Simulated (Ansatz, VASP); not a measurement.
**Two plane-wave programs on TiAl**

```
Ti Al
1.0
     3.01800    0.00000    0.00000
     0.00000    3.01800    0.00000
     0.00000    0.00000    3.01800
Ti Al
1 1
Cartesian
  1.5090 1.5090 1.5090
  0.0000 0.0000 0.0000
```

Alike in both runs: task single point; functional r2SCAN; k mesh 14 × 14 × 14; occupations gaussian, width 0.1 eV; no spin polarisation.

|  | VASP | Ansatz |
| --- | --- | --- |
| version | VASP 6.6.1 | Ansatz 0.2.0 |
| potentials or method | VASP PAW PBE potentials, release 64 (Ti_sv, Al), cutoff 520 eV | scalar-relativistic, plane waves, PAW |
| valence electrons in the cell | 15 | 15 |

|  | VASP | Ansatz | Ansatz less VASP |
| --- | --- | --- | --- |
| gap on the k mesh at the Fermi level (eV) | none | none | - |
| pressure (GPa) | 24.1 | 23.8 | -0.25 |

VASP's potentials were made for PBE, not for r2SCAN. A gap of «none» marks a metal or a gap that the smearing closes. With one functional, cell and mesh, what is left measures potentials, basis and numerics.
